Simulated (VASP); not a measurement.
# AlN in VASP: a series of runs

Runs on AlN. Level: PBE. Tasks: single point, relaxation of cell and atoms.

Everything below comes from runs of VASP 6.6.1. Logs are shortened: lines on timing, memory, paths and dates and some standing lists are left out, and cuts for length are marked.

### 1 The cell of the first run

It takes space group F-43m (No. 216, cubic). The conventional cell has a = 4.403 Å, b = 4.403 Å, c = 4.403 Å, α = 90.00°, β = 90.00°, γ = 90.00°. Al (site symmetry -43m) has 4 N at 1.91 Å within 2.5 Å. Within 2.5 Å of N (site symmetry -43m) lie 4 Al at 1.91 Å.

### 2 Single point, PBE

File INCAR:

```
SYSTEM = AlN
ALGO = Normal
EDIFF = 1E-6
ENCUT = 520
GGA = PE
ISIF = 2
ISMEAR = 0
LASPH = .True.
LCHARG = .True.
LELF = .True.
LREAL = .False.
LVHAR = .True.
LWAVE = .False.
NBANDS = 21
NELM = 100
PREC = Accurate
SIGMA = 0.02
```

File KPOINTS:

```
k-points
0
Gamma
  9 9 4
  0 0 0
```

File POSCAR:

```
AlN
1.0
    3.1135655033      0.0000000000      0.0000000000
   -1.5567827517      2.6964268222      0.0000000000
    0.0000000000      0.0000000000      7.6264669040
Al N
3 3
Direct
    0.0000000000      0.0000000000     -0.0000011951
    0.3333333333      0.6666666667      0.3333321383
    0.6666666667      0.3333333333      0.6666654716
    0.0000000000      0.0000000000      0.2500011951
    0.3333333333      0.6666666667      0.5833345284
    0.6666666667      0.3333333333      0.9166678617
```

Potentials or basis: VASP PAW PBE potentials, release 64 (Al, N).

The run is started by

```sh
cat potpaw_PBE.64/Al/POTCAR potpaw_PBE.64/N/POTCAR > POTCAR
mpirun -np 1 vasp_std > vasp.out
```

OUTCAR:

```text
SYSTEM = AlN
   EDIFF = 1E-6
   ENCUT = 520
   GGA = PE
   ISIF = 2
   ISMEAR = 0
   LASPH = .True.
   LREAL = .False.
   NELM = 100
   PREC = Accurate

 ion  position               nearest neighbor table
   1  0.000  0.000  1.000-   4 1.91   6 1.91   6 1.91   6 1.91   3 3.11   3 3.11   3 3.11   2 3.11
                             2 3.11   2 3.11
   2  0.333  0.667  0.333-   5 1.91   4 1.91   4 1.91   4 1.91   3 3.11   3 3.11   3 3.11   1 3.11
                             1 3.11   1 3.11
   3  0.667  0.333  0.667-   6 1.91   5 1.91   5 1.91   5 1.91   2 3.11   2 3.11   1 3.11   1 3.11
                             1 3.11   2 3.11
   4  0.000  0.000  0.250-   1 1.91   2 1.91   2 1.91   2 1.91
   5  0.333  0.667  0.583-   2 1.91   3 1.91   3 1.91   3 1.91
   6  0.667  0.333  0.917-   3 1.91   1 1.91   1 1.91   1 1.91

  LATTYP: Found a hexagonal cell.
 ALAT       =     3.1135655033
 C/A-ratio  =     2.4494319763

  Lattice vectors:

 A1 = (   3.1135655033,   0.0000000000,   0.0000000000)
 A2 = (  -1.5567827517,   2.6964268222,   0.0000000000)
 A3 = (   0.0000000000,   0.0000000000,   7.6264669040)

Analysis of symmetry for initial positions (statically):
=====================================================================
 Subroutine PRICEL returns following result:

  LATTYP: Found a trigonal (rhomboedric) cell.
 ALAT       =     3.1135165509
 COS(alpha) =     0.4999842776

  Lattice vectors:

 A1 = (   1.5567827513,   0.8988089409,  -2.5421556336)
 A2 = (   0.0000000002,  -1.7976178816,  -2.5421556352)
 A3 = (  -1.5567827515,   0.8988089406,  -2.5421556352)

   3 primitive cells build up your supercell.

 Routine SETGRP: Setting up the symmetry group for a
 hexagonal supercell.

 Subroutine GETGRP returns: Found  6 space group operations
 (whereof  6 operations were pure point group operations)
 out of a pool of 24 trial point group operations.

The static configuration has the point symmetry C_3v.

Analysis of symmetry for dynamics (positions and initial velocities):
=====================================================================
 Subroutine PRICEL returns following result:

  LATTYP: Found a trigonal (rhomboedric) cell.
 ALAT       =     3.1135165509
 COS(alpha) =     0.4999842776

  Lattice vectors:

 A1 = (   1.5567827513,   0.8988089409,  -2.5421556336)
 A2 = (   0.0000000002,  -1.7976178816,  -2.5421556352)
 A3 = (  -1.5567827515,   0.8988089406,  -2.5421556352)

   3 primitive cells build up your supercell.
[... 104 lines left out ...]
   LSORBIT =      F    spin-orbit coupling
   LASPH  =      T    aspherical Exc in radial PAW
   ENCUT  =  520.0 eV  38.22 Ry    6.18 a.u.   5.79  5.79 14.18*2*pi/ulx,y,z
   NELM   =    100;   NELMIN=  2; NELMDL= -5     # of ELM steps
   EDIFF  = 0.1E-05   stopping-criterion for ELM
   LREAL  =      F    real-space projection
   EDIFFG = 0.1E-04   stopping-criterion for IOM
   NSW    =      0    number of steps for IOM
   IBRION =     -1    ionic relax: 0-MD 1-quasi-New 2-CG
   NFREE  =      0    steps in history (QN), initial steepest desc. (CG)
   ISIF   =      2    stress and relaxation
   ISYM   =      2    0-nonsym 1-usesym 2-fastsym
   POTIM  = 0.5000    time-step for ionic-motion
   TEBEG  =    0.0;   TEEND  =   0.0 temperature during run
   PSTRESS=    0.0 pullay stress
   NELECT =      24.0000    total number of electrons
   NUPDOWN=      -1.0000    fix difference up-down
   EMIN   =  10.00;   EMAX   =-10.00  energy-range for DOS
   EFERMI =   0.00;   METHOD = LEGACY
   ISMEAR =     0;   SIGMA  =   0.02  broadening in eV -4-tet -1-fermi 0-gaus
   EFERMI_NEDOS =   21; number of points for ismear=-14 and -15
   IALGO  =     38    algorithm
   IMIX   =      4    mixing-type and parameters
     AMIX     =   0.40;   BMIX     =  1.00
     AMIX_MAG =   1.60;   BMIX_MAG =  1.00
  volume/ion in A,a.u.               =      10.67        72.01
  Fermi-wavevector in a.u.,A,eV,Ry     =   1.180380  2.230595 18.956961  1.393297
  Thomas-Fermi vector in A             =   2.316674
   LORBIT       =      0    0 simple, 1 ext, 2 COOP (PROOUT), +10 PAW based schemes
   GGA     = PE    functional components
   LHFCALC =     F    Hartree Fock is set to
   AEXX    =    0.0000 exact exchange contribution
   IVDW    =     0    specifies the selected vdW correction
   LEPSILON=     F    determine dielectric tensor
   LRPA    =     F    only Hartree local field effects (RPA)
 non-spin polarized calculation
 Gauss-broadening in eV      SIGMA  =   0.02
  energy-cutoff  :      520.00
  volume of cell :       64.03
 maximum number of plane-waves:      1739
 NGX is ok and might be reduce to    24
   NGX = 11   NGY = 11   NGZ = 29

 number of electron      23.9999997 magnetization

 Free energy of the ion-electron system (eV)
  ---------------------------------------------------
  ext. energy  EPLUGINS =         0.00000000
  ---------------------------------------------------
  free energy    TOTEN  =       -44.54222462 eV

  energy without entropy =      -44.54222462  energy(sigma->0) =      -44.54222462

 E-fermi :   5.8686     XC(G=0): -10.8289

 val. band max:        5.7446846504   @ k =   0.0000   0.0000   0.0000
 cond. band min:       9.1932585922   @ k =   0.4444   0.0000   0.0000
 fundamental gap:      3.4485739418
 Fermi energy:         5.8686441795

 k-point     1 :       0.0000    0.0000    0.0000
  band No.  band energies     occupation
      1      -9.0977      2.00000
      2      -7.7581      2.00000
      3      -7.7581      2.00000
      4       1.2608      2.00000
      5       1.2608      2.00000
      6       5.3754      2.00000
[... 565 lines left out ...]
     20      17.3014      0.00000
     21      17.3279      0.00000

 [... further k-points ...]
[... 5 lines left out ...]
  --------------------------------------------------------------------------------------
  -------------------------------------------------------------------------------------
  Total       -0.1072655     -0.1072655     -0.1046630      0.0000000      0.0000000      0.0000000
  in kB       -2.6841115     -2.6841115     -2.6189892      0.0000000      0.0000000      0.0000000
  external PRESSURE =      -2.6624041 kB  Pullay stress =       0.0000000 kB

 VOLUME and BASIS-vectors are now :
 -----------------------------------------------------------------------------
  energy-cutoff  :      520.00
  volume of cell :       64.03
      direct lattice vectors                 reciprocal lattice vectors
     3.113565503  0.000000000  0.000000000     0.321175193  0.185430584  0.000000000
    -1.556782752  2.696426822  0.000000000     0.000000000  0.370861168  0.000000000
     0.000000000  0.000000000  7.626466904     0.000000000  0.000000000  0.131122316

 POSITION                                       TOTAL-FORCE (eV/Angst)
 -----------------------------------------------------------------------------------
      0.00000      0.00000      7.62646         0.000000     -0.000000      0.000009
     -0.00000      1.79762      2.54215         0.000000     -0.000000      0.000009
      1.55678      0.89881      5.08430         0.000000     -0.000000      0.000009
      0.00000      0.00000      1.90663        -0.000000      0.000000     -0.000009
     -0.00000      1.79762      4.44878        -0.000000      0.000000     -0.000009
      1.55678      0.89881      6.99094        -0.000000      0.000000     -0.000009
 -----------------------------------------------------------------------------------
    total drift:                                0.000000     -0.000000      0.000094

  FREE ENERGIE OF THE ION-ELECTRON SYSTEM (eV)
  ---------------------------------------------------
  free  energy   TOTEN  =       -44.5422246154 eV

  energy  without entropy=      -44.5422246154  energy(sigma->0) =      -44.54222462
```

OSZICAR:

```text
N       E                     dE             d eps       ncg     rms          rms(c)
DAV:   1     0.736765254043E+02    0.73677E+02   -0.11127E+04  1814   0.100E+03
DAV:   2    -0.453486922743E+02   -0.11903E+03   -0.11388E+03  2320   0.213E+02
DAV:   3    -0.515030295748E+02   -0.61543E+01   -0.61336E+01  2315   0.503E+01
DAV:   4    -0.515485122923E+02   -0.45483E-01   -0.45468E-01  2322   0.484E+00
DAV:   5    -0.515490377434E+02   -0.52545E-03   -0.52544E-03  2287   0.492E-01    0.147E+01
DAV:   6    -0.444978339478E+02    0.70512E+01   -0.21521E+01  2088   0.270E+01    0.509E+00
DAV:   7    -0.445643100670E+02   -0.66476E-01   -0.12614E+00  2026   0.630E+00    0.359E+00
DAV:   8    -0.445485897651E+02    0.15720E-01   -0.11112E-01  2046   0.252E+00    0.568E-01
DAV:   9    -0.445414737733E+02    0.71160E-02   -0.25696E-02  2215   0.916E-01    0.283E-01
DAV:  10    -0.445424105294E+02   -0.93676E-03   -0.43872E-03  2205   0.360E-01    0.173E-01
DAV:  11    -0.445422231086E+02    0.18742E-03   -0.55395E-04  2132   0.139E-01    0.399E-02
DAV:  12    -0.445422254557E+02   -0.23472E-05   -0.19754E-05  2186   0.317E-02    0.110E-02
DAV:  13    -0.445422246980E+02    0.75777E-06   -0.11255E-05  2309   0.196E-02    0.669E-03
DAV:  14    -0.445422246154E+02    0.82526E-07   -0.57016E-07  1323   0.545E-03
   1 F= -.44542225E+02 E0= -.44542225E+02  d E =-.199856E-20
```

stdout:

```text
POSCAR found type information on POSCAR AlN
 POSCAR found :  2 types and       6 ions
 scaLAPACK will be used
 LDA part: xc-table for (Slater+PW92), standard interpolation
 POSCAR, INCAR and KPOINTS ok, starting setup
 FFT: planning ... GRIDC
 FFT: planning ... GRID_SOFT
 FFT: planning ... GRID
 WAVECAR not read
 entering main loop
```

It took 22 s on 1 thread of Intel Xeon Platinum 8559C (Emerald Rapids), shared host; peak memory 0.19 GiB.

Results:

```
Free energy            : -44.5422 eV
Pressure               : -0.3 GPa
Band gap on the k mesh : 3.45 eV
```

Levels at points of the mesh, in eV from the valence-band top:
| k point | band 8 | band 9 | band 10 | band 11 | band 12 | band 13 | band 14 | band 15 | band 16 | band 17 |
| --- | --- | --- | --- | --- | --- | --- | --- | --- | --- | --- |
| (0.00, 0.00, 0.00) | -0.37 | -0.37 | 0.00 | 0.00 | 0.00 | 3.98 | 6.80 | 6.80 | 10.20 | 10.20 |
| (0.00, 0.00, 0.50) | -0.48 | -0.13 | -0.13 | -0.13 | -0.13 | 5.41 | 5.41 | 7.16 | 9.70 | 11.00 |

### 3 Relaxation of cell and atoms, PBE

This run uses another cell than the first one, of 10.65 Å³/atom, 0.998 times its volume.

File INCAR:

```
SYSTEM = AlN
  PREC = Accurate
  ENCUT = 600
  EDIFF = 1E-7
  ISMEAR = 0
  SIGMA = 0.02
  LREAL = .False.
  LASPH = .True.
  NELM = 100
  ALGO = Normal
  ISIF = 3
  LWAVE = .False.
  LCHARG = .False.
  GGA = PE
  IBRION = 2
  NSW = 65
  EDIFFG = -0.01
```

File KPOINTS:

```
Automatic mesh
0
Gamma
  9 9 4
  0 0 0
```

File POSCAR:

```
AlN
1.0
    3.1301886382      0.0000000000      0.0000000000
   -1.5650943191      2.7108228793      0.0000000000
    0.0000000000      0.0000000000      7.5272420562
Al N
3 3
Direct
    0.0000000000      0.0000000000      0.0000000000
    0.3333333333      0.6666666667      0.3333333333
    0.6666666667      0.3333333333      0.6666666667
    0.0000000000      0.0000000000      0.2500000000
    0.3333333333      0.6666666667      0.5833333333
    0.6666666667      0.3333333333      0.9166666667
```

Potentials or basis: VASP PAW PBE potentials, release 64 (Al, N).

The run is started by

```sh
cat potpaw_PBE.64/Al/POTCAR potpaw_PBE.64/N/POTCAR > POTCAR
mpirun -np 1 vasp_std > vasp.out
```

OUTCAR:

```text
SYSTEM = AlN
   PREC = Accurate
   ENCUT = 600
   EDIFF = 1E-7
   ISMEAR = 0
   LREAL = .False.
   LASPH = .True.
   NELM = 100
   ISIF = 3
   GGA = PE
   IBRION = 2
   NSW = 65
   EDIFFG = -0.01

 ion  position               nearest neighbor table
   1  0.000  0.000  0.000-   4 1.88   6 1.91   6 1.91   6 1.91   3 3.09   2 3.09   3 3.09   2 3.09
                             3 3.09   2 3.09
   2  0.333  0.667  0.333-   5 1.88   4 1.91   4 1.91   4 1.91   1 3.09   1 3.09   1 3.09   3 3.09
                             3 3.09   3 3.09
   3  0.667  0.333  0.667-   6 1.88   5 1.91   5 1.91   5 1.91   1 3.09   1 3.09   1 3.09   2 3.09
                             2 3.09   2 3.09
   4  0.000  0.000  0.250-   1 1.88   2 1.91   2 1.91   2 1.91
   5  0.333  0.667  0.583-   2 1.88   3 1.91   3 1.91   3 1.91
   6  0.667  0.333  0.917-   3 1.88   1 1.91   1 1.91   1 1.91

  LATTYP: Found a hexagonal cell.
 ALAT       =     3.1301886382
 C/A-ratio  =     2.4047247391

  Lattice vectors:

 A1 = (   3.1301886382,   0.0000000000,   0.0000000000)
 A2 = (  -1.5650943191,   2.7108228793,   0.0000000000)
 A3 = (   0.0000000000,   0.0000000000,   7.5272420562)

Analysis of symmetry for initial positions (statically):
[... 200 lines left out ...]

  FORCE on cell =-STRESS in cart. coord.  units (eV):
  Direction    XX          YY          ZZ          XY          YZ          ZX
  --------------------------------------------------------------------------------------
  -------------------------------------------------------------------------------------
  Total       -1.0060033     -1.0060033      2.2117666      0.0000000      0.0000000      0.0000000
  in kB      -25.2349510    -25.2349510     55.4807529      0.0000000      0.0000000      0.0000000
  external PRESSURE =       1.6702836 kB  Pullay stress =       0.0000000 kB
[... 147 lines left out ...]
--------------------------------------- Ionic step        5  -------------------------------------------

 number of electron      24.0000003 magnetization

 Free energy of the ion-electron system (eV)
  ---------------------------------------------------
  ext. energy  EPLUGINS =         0.00000000
  ---------------------------------------------------
  free energy    TOTEN  =       -44.54678125 eV

  energy without entropy =      -44.54678125  energy(sigma->0) =      -44.54678125

 E-fermi :   5.8651     XC(G=0): -10.8399

 val. band max:        5.7675948024   @ k =   0.0000   0.0000   0.0000
 cond. band min:       9.2180797419   @ k =   0.4444  -0.0000   0.0000
 fundamental gap:      3.4504849395
 Fermi energy:         5.8651465523

 k-point     1 :       0.0000    0.0000    0.0000
  band No.  band energies     occupation
      1      -9.0897      2.00000
      2      -7.7460      2.00000
      3      -7.7460      2.00000
      4       1.2763      2.00000
      5       1.2763      2.00000
      6       5.3984      2.00000
[... 433 lines left out ...]
      3      -6.7502      2.00000
      4       1.3433      2.00000
      5       1.9245      2.00000
      6       2.1607      2.00000
[... 8 lines left out ...]
     15      12.5151      0.00000
     16      15.5420      0.00000

 [... further k-points ...]
[... 5 lines left out ...]
  --------------------------------------------------------------------------------------
  -------------------------------------------------------------------------------------
  Total        0.0462018      0.0462018      0.0067377      0.0000000      0.0000000      0.0000000
  in kB        1.1589885      1.1589885      0.1690173      0.0000000      0.0000000      0.0000000
  external PRESSURE =       0.8289981 kB  Pullay stress =       0.0000000 kB
[... 21 lines left out ...]
  FREE ENERGIE OF THE ION-ELECTRON SYSTEM (eV)
  ---------------------------------------------------
  free  energy   TOTEN  =       -44.5467812522 eV

  energy  without entropy=      -44.5467812522  energy(sigma->0) =      -44.54678125

 reached required accuracy - stopping structural energy minimisation
```

OSZICAR:

```text
N       E                     dE             d eps       ncg     rms          rms(c)
DAV:   1     0.103745829353E+03    0.10375E+03   -0.12548E+04  1376   0.149E+03
DAV:   2    -0.442051302734E+02   -0.14795E+03   -0.14388E+03  1816   0.285E+02
DAV:   3    -0.515105743873E+02   -0.73054E+01   -0.72941E+01  1880   0.775E+01
DAV:   4    -0.515561897347E+02   -0.45615E-01   -0.45609E-01  1872   0.638E+00
[... 42 lines left out ...]
DAV:   1    -0.445468067660E+02   -0.12306E-03   -0.16905E-02  1392   0.111E+00    0.367E-02
DAV:   2    -0.445467963632E+02    0.10403E-04   -0.20277E-04  1832   0.112E-01    0.218E-02
DAV:   3    -0.445467818450E+02    0.14518E-04   -0.17353E-05  1864   0.325E-02    0.507E-03
DAV:   4    -0.445467812401E+02    0.60486E-06   -0.28855E-06  1816   0.134E-02    0.159E-03
DAV:   5    -0.445467812522E+02   -0.12066E-07   -0.12514E-07   952   0.307E-03
   5 F= -.44546781E+02 E0= -.44546781E+02  d E =-.199381E-02
```

CONTCAR:

```text
AlN
   1.00000000000000
     3.1107451380755999    0.0000000000000000    0.0000000000000000
    -1.5553725690378000    2.6939843142541302   -0.0000000000000000
     0.0000000000000000    0.0000000000000000    7.6213236380645180
  Al              N
     3     3
Direct
     0.0000000000000000    1.0000000000000000    0.9999843832618183
     0.3333333332999970    0.6666666667000030    0.3333177165618154
     0.6666666667000030    0.3333333332999970    0.6666510499618212
     0.0000000000000000    0.0000000000000000    0.2500156167381817
     0.3333333332999970    0.6666666667000030    0.5833489500381788
     0.6666666667000030    0.3333333332999970    0.9166822834381847

  0.00000000E+00  0.00000000E+00  0.00000000E+00
  0.00000000E+00  0.00000000E+00  0.00000000E+00
  0.00000000E+00  0.00000000E+00  0.00000000E+00
  0.00000000E+00  0.00000000E+00  0.00000000E+00
  0.00000000E+00  0.00000000E+00  0.00000000E+00
  0.00000000E+00  0.00000000E+00  0.00000000E+00
```

Wall time 83 s (1 thread of Intel Xeon Platinum 8559C (Emerald Rapids), shared host); peak memory 0.22 GiB.

Results:

```
Free energy                  : -44.5468 eV
Energy gained by relaxing    : 3.3 meV/atom
Ionic steps                  : 5
Pressure after relaxing      : 0.1 GPa
Largest force after relaxing : 0.005 eV/Å
Band gap on the k mesh       : 3.45 eV
```

Forces in eV/Å, atoms in the order of the input:
```
Al   0.000  0.000  0.005
Al   0.000  0.000  0.005
Al   0.000  0.000  0.005
N    0.000  0.000 -0.005
N    0.000  0.000 -0.005
N    0.000  0.000 -0.005
```

Stress tensor (GPa, compression positive):
```
0.12 0.00 0.00
0.00 0.12 0.00
0.00 0.00 0.02
```

The path:
```tsv
step	energy change (eV)	largest force (eV/Å)	pressure (GPa)	volume (Å³)
1	0.0000	0.1898	0.17	63.87
2	-0.0063	0.3016	-0.08	63.96
3	-0.0177	0.0994	-0.08	63.92
4	-0.0196	0.0261	0.05	63.88
5	-0.0197	0.0051	0.08	63.87
```

Final structure:
```
Al N
1.0
     3.11075    0.00000    0.00000
    -1.55537    2.69398    0.00000
     0.00000    0.00000    7.62132
Al N
3 3
Direct
  0.00000 0.00000 0.99998
  0.33333 0.66667 0.33332
  0.66667 0.33333 0.66665
  0.00000 0.00000 0.25002
  0.33333 0.66667 0.58335
  0.66667 0.33333 0.91668
```

A k mesh can miss the band edges. As with any semilocal functional, this PBE gap is likely too small.
